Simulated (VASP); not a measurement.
# Cd (P6_3/mmc) in VASP: a series of runs

Runs on Cd. Level: PBE. Tasks: single point.

Program: VASP 6.6.1. These are calculated values, not measurements. Logs are shortened: lines on timing, memory, paths and dates and some standing lists are left out, and cuts for length are marked.

## Step 1: The cell of the first run

It takes space group P6_3/mmc (No. 194, hexagonal). The conventional cell has a = 2.855 Å, b = 2.855 Å, c = 5.383 Å, α = 90.00°, β = 90.00°, γ = 120.00°. Within 3.8 Å of Cd (site symmetry -6m2) lie 12 Cd at 2.85 to 3.16 Å.

## Step 2: Single point, PBE

Contents of INCAR:

```
SYSTEM = Cd
  ALGO = Normal
  EDIFF = 1E-7
  ENCUT = 520
  GGA = PE
  ISIF = 2
  ISMEAR = -1
  LASPH = .True.
  LCHARG = .True.
  LELF = .True.
  LREAL = .False.
  LVHAR = .True.
  LWAVE = .False.
  NBANDS = 19
  NELM = 100
  PREC = Accurate
  SIGMA = 0.1
```

Contents of KPOINTS:

```
k-points
0
Gamma
  9 9 4
  0 0 0
```

Contents of POSCAR:

```
Cd
1.0
    2.8546033739      0.0000000000      0.0000000000
   -1.4273016870      2.4721589489      0.0000000000
    0.0000000000      0.0000000000      5.3833039520
Cd
2
Direct
    0.3333333333      0.6666666667      0.2500000000
    0.6666666667      0.3333333333      0.7500000000
```

Potentials or basis: VASP PAW PBE potentials, release 64 (Cd).

Command:

```sh
$ cat potpaw_PBE.64/Cd/POTCAR > POTCAR
$ mpirun -np 1 vasp_std > vasp.out
```

OUTCAR:

```text
SYSTEM = Cd
   EDIFF = 1E-7
   ENCUT = 520
   GGA = PE
   ISIF = 2
   ISMEAR = -1
   LASPH = .True.
   LREAL = .False.
   NELM = 100
   PREC = Accurate

 ion  position               nearest neighbor table
   1  0.333  0.667  0.250-   2 3.16   2 3.16   2 3.16   2 3.16   2 3.16   2 3.16
   2  0.667  0.333  0.750-   1 3.16   1 3.16   1 3.16   1 3.16   1 3.16   1 3.16

  LATTYP: Found a hexagonal cell.
 ALAT       =     2.8546033739
 C/A-ratio  =     1.8858325473

  Lattice vectors:

 A1 = (   2.8546033739,   0.0000000000,   0.0000000000)
 A2 = (  -1.4273016870,   2.4721589489,   0.0000000000)
 A3 = (   0.0000000000,   0.0000000000,   5.3833039520)

Analysis of symmetry for initial positions (statically):
=====================================================================
 Subroutine PRICEL returns:
 Original cell was already a primitive cell.

 Routine SETGRP: Setting up the symmetry group for a
 hexagonal supercell.

 Subroutine GETGRP returns: Found 24 space group operations
 (whereof 12 operations were pure point group operations)
 out of a pool of 24 trial point group operations.

The static configuration has the point symmetry D_3d.
 The point group associated with its full space group is D_6h.

Analysis of symmetry for dynamics (positions and initial velocities):
=====================================================================
 Subroutine PRICEL returns:
 Original cell was already a primitive cell.

 Routine SETGRP: Setting up the symmetry group for a
 hexagonal supercell.

 Subroutine GETGRP returns: Found 24 space group operations
 (whereof 12 operations were pure point group operations)
 out of a pool of 24 trial point group operations.

The dynamic configuration has the point symmetry D_3d.
 The point group associated with its full space group is D_6h.

 Subroutine INISYM returns: Found 24 space group operations
 (whereof 12 operations are pure point group operations),
 and found     1 'primitive' translations

----------------------------------------------------------------------------------------

                                     Primitive cell

  volume of cell :      37.9902

  direct lattice vectors                    reciprocal lattice vectors
     2.854603374  0.000000000  0.000000000     0.350311363  0.202252367  0.000000000
    -1.427301687  2.472158949  0.000000000     0.000000000  0.404504735  0.000000000
     0.000000000  0.000000000  5.383303952     0.000000000  0.000000000  0.185759528

[... 81 lines left out ...]
   ENCUT  =  520.0 eV  38.22 Ry    6.18 a.u.   5.31  5.31 10.01*2*pi/ulx,y,z
   NELM   =    100;   NELMIN=  2; NELMDL= -5     # of ELM steps
   EDIFF  = 0.1E-06   stopping-criterion for ELM
   LREAL  =      F    real-space projection
   EDIFFG = 0.1E-05   stopping-criterion for IOM
   NSW    =      0    number of steps for IOM
   IBRION =     -1    ionic relax: 0-MD 1-quasi-New 2-CG
   NFREE  =      0    steps in history (QN), initial steepest desc. (CG)
   ISIF   =      2    stress and relaxation
   ISYM   =      2    0-nonsym 1-usesym 2-fastsym
   POTIM  = 0.5000    time-step for ionic-motion
   TEBEG  =    0.0;   TEEND  =   0.0 temperature during run
   PSTRESS=    0.0 pullay stress
   NELECT =      24.0000    total number of electrons
   NUPDOWN=      -1.0000    fix difference up-down
   EMIN   =  10.00;   EMAX   =-10.00  energy-range for DOS
   EFERMI =   0.00;   METHOD = LEGACY
   ISMEAR =    -1;   SIGMA  =   0.10  broadening in eV -4-tet -1-fermi 0-gaus
   EFERMI_NEDOS =   21; number of points for ismear=-14 and -15
   IALGO  =     38    algorithm
   IMIX   =      4    mixing-type and parameters
     AMIX     =   0.40;   BMIX     =  1.00
     AMIX_MAG =   1.60;   BMIX_MAG =  1.00
  volume/ion in A,a.u.               =      19.00       128.19
  Fermi-wavevector in a.u.,A,eV,Ry     =   1.404715  2.654526 26.847346  1.973224
  Thomas-Fermi vector in A             =   2.527249
   LORBIT       =      0    0 simple, 1 ext, 2 COOP (PROOUT), +10 PAW based schemes
   GGA     = PE    functional components
   LHFCALC =     F    Hartree Fock is set to
   AEXX    =    0.0000 exact exchange contribution
   IVDW    =     0    specifies the selected vdW correction
   LEPSILON=     F    determine dielectric tensor
   LRPA    =     F    only Hartree local field effects (RPA)
 non-spin polarized calculation
  energy-cutoff  :      520.00
  volume of cell :       37.99
 maximum number of plane-waves:      1041
 NGX is ok and might be reduce to    24
   NGX = 11   NGY = 11   NGZ = 21

 number of electron      23.9999992 magnetization

 Free energy of the ion-electron system (eV)
  ---------------------------------------------------
  ext. energy  EPLUGINS =         0.00000000
  ---------------------------------------------------
  free energy    TOTEN  =        -1.17387787 eV

  energy without entropy =       -1.14380329  energy(sigma->0) =       -1.15884058

 E-fermi :   4.2567     XC(G=0): -11.7283

 val. band max:        4.2120300993   @ k =   0.3333   0.2222   0.2500
 cond. band min:       4.3329900609   @ k =   0.3333   0.3333   0.0000
 fundamental gap:      0.1209599616
 Fermi energy:         4.2566769343

 k-point     1 :       0.0000    0.0000    0.0000
  band No.  band energies     occupation
      1      -6.5524      2.00000
      2      -6.2630      2.00000
      3      -5.7549      2.00000
      4      -5.6742      2.00000
      5      -5.6742      2.00000
      6      -5.6052      2.00000
[... 505 lines left out ...]
      6      -5.4955      2.00000
[... 11 lines left out ...]
     18      12.6350      0.00000
     19      13.7488      0.00000

 [... further k-points ...]

------------------------ aborting loop because EDIFF is reached ----------------------------------------

  FORCE on cell =-STRESS in cart. coord.  units (eV):
  Direction    XX          YY          ZZ          XY          YZ          ZX
  --------------------------------------------------------------------------------------
  -------------------------------------------------------------------------------------
  Total        3.8711320      3.8711317      2.8142071     -0.0000000      0.0000000      0.0000000
  in kB      163.2591359    163.2591239    118.6849284     -0.0000000      0.0000000      0.0000000
  external PRESSURE =     148.4010627 kB  Pullay stress =       0.0000000 kB

 VOLUME and BASIS-vectors are now :
 -----------------------------------------------------------------------------
  energy-cutoff  :      520.00
  volume of cell :       37.99
      direct lattice vectors                 reciprocal lattice vectors
     2.854603374  0.000000000  0.000000000     0.350311363  0.202252367  0.000000000
    -1.427301687  2.472158949  0.000000000     0.000000000  0.404504735  0.000000000
     0.000000000  0.000000000  5.383303952     0.000000000  0.000000000  0.185759528

 POSITION                                       TOTAL-FORCE (eV/Angst)
 -----------------------------------------------------------------------------------
     -0.00000      1.64811      1.34583         0.000000     -0.000000      0.000000
      1.42730      0.82405      4.03748        -0.000000      0.000000     -0.000000
 -----------------------------------------------------------------------------------
    total drift:                               -0.000000      0.000000      0.000000

  FREE ENERGIE OF THE ION-ELECTRON SYSTEM (eV)
  ---------------------------------------------------
  free  energy   TOTEN  =        -1.1738778702 eV

  energy  without entropy=       -1.1438032948  energy(sigma->0) =       -1.15884058
```

OSZICAR:

```text
N       E                     dE             d eps       ncg     rms          rms(c)
DAV:   1     0.180999646165E+03    0.18100E+03   -0.13335E+04  1368   0.130E+03
DAV:   2     0.270150492992E+01   -0.17830E+03   -0.17192E+03  1440   0.342E+02
DAV:   3    -0.130852801986E+01   -0.40100E+01   -0.40019E+01  1568   0.593E+01
DAV:   4    -0.131574937437E+01   -0.72214E-02   -0.72210E-02  1521   0.233E+00
DAV:   5    -0.131576985034E+01   -0.20476E-04   -0.20476E-04  1518   0.124E-01    0.645E+00
DAV:   6    -0.118447900065E+01    0.13129E+00   -0.28608E-01  1502   0.693E+00    0.476E+00
DAV:   7    -0.117453343999E+01    0.99456E-02   -0.41058E-02  1548   0.216E+00    0.175E+00
DAV:   8    -0.117381501596E+01    0.71842E-03   -0.57009E-03  1457   0.966E-01    0.107E-01
DAV:   9    -0.117383869086E+01   -0.23675E-04   -0.20750E-05  1587   0.497E-02    0.496E-02
DAV:  10    -0.117387838637E+01   -0.39696E-04   -0.30945E-05  1463   0.529E-02    0.417E-03
DAV:  11    -0.117387813628E+01    0.25009E-06   -0.21724E-07  1326   0.549E-03    0.205E-03
DAV:  12    -0.117387784739E+01    0.28889E-06   -0.14440E-08   809   0.106E-03    0.108E-03
DAV:  13    -0.117387787023E+01   -0.22844E-07   -0.21005E-09   750   0.507E-04
   1 F= -.11738779E+01 E0= -.11588406E+01  d E =-.300746E-01
```

Wall time 12 s (1 thread of Intel Xeon Platinum 8559C (Emerald Rapids), shared host); peak memory 0.16 GiB.

What came out:

```
Free energy            : -1.1739 eV
Pressure               : 14.8 GPa
Band gap on the k mesh : zero (band 12 reaches 5.04 eV, above the bottom of band 13 at 1.06 eV)
```

(Continued in part 2 of 2.)
